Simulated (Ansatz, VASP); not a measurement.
**One calculation of Se, two programs**

```
Se
1.0
     3.51249    0.00000    0.00000
    -1.75624    3.04190    0.00000
     0.00000    0.00000    3.77774
Se
2
Direct
  0.33333 0.66667 0.25000
  0.66667 0.33333 0.75000
```

Alike in both runs: task single point; functional PBEsol; k mesh 12 × 12 × 9; occupations fermi-dirac, width 0.1 eV; no spin polarisation.

|  | VASP | Ansatz |
| --- | --- | --- |
| version | VASP 6.6.1 | Ansatz 0.2.0 |
| potentials or method | VASP PAW PBE potentials, release 64 (Se), cutoff 520 eV | plane waves (420 eV) with PAW, scalar-relativistic |
| valence electrons in the cell | 12 | 32 |

|  | VASP | Ansatz | Ansatz less VASP |
| --- | --- | --- | --- |
| pressure (GPa) | 3.4 | 3.3 | -0.13 |
| traceless stress, the component that is largest in VASP (GPa) | 0.83 | 0.78 | -0.052 |

VASP's potentials were made for PBE, not for PBEsol, and Ansatz warns of the same on its side. The functional is the same, so the differences come from potentials, cutoffs and numerics. VASP's potentials hold 12 valence electrons a cell and Ansatz's 32, so a difference there can come from the potentials and not from the codes.
